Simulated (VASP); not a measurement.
# Sr3BiP (Pm-3m) in VASP: further runs, part 2 of 2

VASP 6.6.1.

**3. Single point, LDA**

The input, INCAR:

```
  PREC = Accurate
  ENCUT = 520
  EDIFF = 1E-6
  ISMEAR = -1
  SIGMA = 0.15
  LREAL = F
  LASPH = T
  NELM = 80
  ALGO = Normal
  ISIF = 2
  LWAVE = F
  LCHARG = T
  GGA = CA
  LELF = T
  LVHAR = T
  NBANDS = 33
```

The input, KPOINTS:

```
Automatic mesh
0
Gamma
  4 4 4
```

The input, POSCAR:

```
Sr3BiP
1.0
    5.7767500000      0.0000000000      0.0000000000
    0.0000000000      5.7767500000      0.0000000000
    0.0000000000      0.0000000000      5.7767500000
Sr Bi P
3 1 1
Direct
    0.0000000000      0.5000000000      0.5000000000
    0.5000000000      0.0000000000      0.5000000000
    0.5000000000      0.5000000000      0.0000000000
    0.0000000000      0.0000000000      0.0000000000
    0.5000000000      0.5000000000      0.5000000000
```

Potentials or basis: VASP PAW LDA potentials, release 64 (Sr_sv, Bi_d, P).

Started as:

```bash
$ cat potpaw_LDA.64/Sr_sv/POTCAR potpaw_LDA.64/Bi_d/POTCAR potpaw_LDA.64/P/POTCAR > POTCAR
$ mpirun -np 1 vasp_std > vasp.out
```

OUTCAR:

```text
PREC = Accurate
   ENCUT = 520
   EDIFF = 1E-6
   ISMEAR = -1
   LREAL = F
   LASPH = T
   NELM = 80
   ISIF = 2
   GGA = CA

 ion  position               nearest neighbor table
   1  0.000  0.500  0.500-   5 2.89   5 2.89   4 4.08   2 4.08   3 4.08   4 4.08   2 4.08   4 4.08
                             4 4.08   2 4.08   3 4.08   3 4.08   3 4.08   2 4.08
   2  0.500  0.000  0.500-   5 2.89   5 2.89   4 4.08   1 4.08   3 4.08   4 4.08   1 4.08   3 4.08
                             3 4.08   3 4.08   1 4.08   4 4.08   4 4.08   1 4.08
   3  0.500  0.500  0.000-   5 2.89   5 2.89   4 4.08   1 4.08   1 4.08   2 4.08   2 4.08   2 4.08
                             4 4.08   2 4.08   1 4.08   4 4.08   1 4.08   4 4.08
   4  0.000  0.000  0.000-   1 4.08   2 4.08   3 4.08   1 4.08   2 4.08   1 4.08   3 4.08   1 4.08
                             2 4.08   3 4.08   2 4.08   3 4.08
   5  0.500  0.500  0.500-   1 2.89   2 2.89   3 2.89   3 2.89   2 2.89   1 2.89

  LATTYP: Found a simple cubic cell.
 ALAT       =     5.7767500000

  Lattice vectors:

 A1 = (   5.7767500000,   0.0000000000,   0.0000000000)
 A2 = (   0.0000000000,   5.7767500000,   0.0000000000)
 A3 = (   0.0000000000,   0.0000000000,   5.7767500000)

Analysis of symmetry for initial positions (statically):
=====================================================================
 Subroutine PRICEL returns:
 Original cell was already a primitive cell.

 Routine SETGRP: Setting up the symmetry group for a
 simple cubic supercell.

 Subroutine GETGRP returns: Found 48 space group operations
 (whereof 48 operations were pure point group operations)
 out of a pool of 48 trial point group operations.

The static configuration has the point symmetry O_h .

Analysis of symmetry for dynamics (positions and initial velocities):
=====================================================================
 Subroutine PRICEL returns:
 Original cell was already a primitive cell.
[... 117 lines left out ...]
   IMIX   =      4    mixing-type and parameters
     AMIX     =   0.40;   BMIX     =  1.00
     AMIX_MAG =   1.60;   BMIX_MAG =  1.00
  volume/ion in A,a.u.               =      38.56       260.18
  Fermi-wavevector in a.u.,A,eV,Ry     =   1.044034  1.972938 14.830442  1.090007
  Thomas-Fermi vector in A             =   2.178769
   LORBIT       =      0    0 simple, 1 ext, 2 COOP (PROOUT), +10 PAW based schemes
   GGA     = CA    functional components
   LHFCALC =     F    Hartree Fock is set to
   AEXX    =    0.0000 exact exchange contribution
   IVDW    =     0    specifies the selected vdW correction
   LEPSILON=     F    determine dielectric tensor
   LRPA    =     F    only Hartree local field effects (RPA)
 non-spin polarized calculation
  energy-cutoff  :      520.00
  volume of cell :      192.78
 maximum number of plane-waves:      5232
 NGX is ok and might be reduce to    48
   NGX = 21   NGY = 21   NGZ = 21

 number of electron      50.0000003 magnetization

 Free energy of the ion-electron system (eV)
  ---------------------------------------------------
  ext. energy  EPLUGINS =         0.00000000
  ---------------------------------------------------
  free energy    TOTEN  =       -20.91485265 eV

  energy without entropy =      -20.88626310  energy(sigma->0) =      -20.90055788

 E-fermi :   2.6606     XC(G=0):  -8.5096

 val. band max:        2.5371416075   @ k =   0.0000   0.0000   0.0000
 cond. band min:       3.1063857535   @ k =   0.0000   0.0000   0.0000
 fundamental gap:      0.5692441460
 Fermi energy:         2.6605753371

 k-point     1 :       0.0000    0.0000    0.0000
  band No.  band energies     occupation
      1     -32.9608      2.00000
      2     -32.9315      2.00000
      3     -32.9315      2.00000
      4     -19.0753      2.00000
      5     -19.0753      2.00000
      6     -19.0753      2.00000
[... 349 lines left out ...]
     32       5.4612      0.00000
     33       6.8582      0.00000

------------------------ aborting loop because EDIFF is reached ----------------------------------------

  FORCE on cell =-STRESS in cart. coord.  units (eV):
  Direction    XX          YY          ZZ          XY          YZ          ZX
  --------------------------------------------------------------------------------------
  -------------------------------------------------------------------------------------
  Total       -2.7803698     -2.7803698     -2.7803698      0.0000000      0.0000000     -0.0000000
  in kB      -23.1080037    -23.1080037    -23.1080037      0.0000000      0.0000000     -0.0000000
  external PRESSURE =     -23.1080037 kB  Pullay stress =       0.0000000 kB

 VOLUME and BASIS-vectors are now :
 -----------------------------------------------------------------------------
  energy-cutoff  :      520.00
  volume of cell :      192.78
      direct lattice vectors                 reciprocal lattice vectors
     5.776750000  0.000000000  0.000000000     0.173107716  0.000000000  0.000000000
     0.000000000  5.776750000  0.000000000     0.000000000  0.173107716  0.000000000
     0.000000000  0.000000000  5.776750000     0.000000000  0.000000000  0.173107716

 POSITION                                       TOTAL-FORCE (eV/Angst)
 -----------------------------------------------------------------------------------
      0.00000      2.88837      2.88837         0.000000      0.000000      0.000000
      2.88837      0.00000      2.88837         0.000000      0.000000      0.000000
      2.88837      2.88837      0.00000         0.000000      0.000000      0.000000
      0.00000      0.00000      0.00000         0.000000      0.000000      0.000000
      2.88837      2.88837      2.88837         0.000000      0.000000      0.000000
 -----------------------------------------------------------------------------------
    total drift:                                0.000000      0.000000     -0.000000

  FREE ENERGIE OF THE ION-ELECTRON SYSTEM (eV)
  ---------------------------------------------------
  free  energy   TOTEN  =       -20.9148526515 eV

  energy  without entropy=      -20.8862631006  energy(sigma->0) =      -20.90055788
```

stdout:

```text
POSCAR found type information on POSCAR SrBiP
 POSCAR found :  3 types and       5 ions
 scaLAPACK will be used
 LDA part: xc-table for (Slater(with rela. corr.)+CA(PZ))
 , standard interpolation
 POSCAR, INCAR and KPOINTS ok, starting setup
 FFT: planning ... GRIDC
 FFT: planning ... GRID_SOFT
 FFT: planning ... GRID
 WAVECAR not read
 entering main loop
```

It took 72 s on 1 thread of AMD EPYC 7R43 (Zen 3), shared host; peak memory 0.25 GiB.

Results:

```
Free energy            : -20.9149 eV
Pressure               : -2.3 GPa
Band gap on the k mesh : zero (filled and empty bands touch)
```

Caveat: spin-orbit coupling is left out, which moves the levels of the heavy elements.
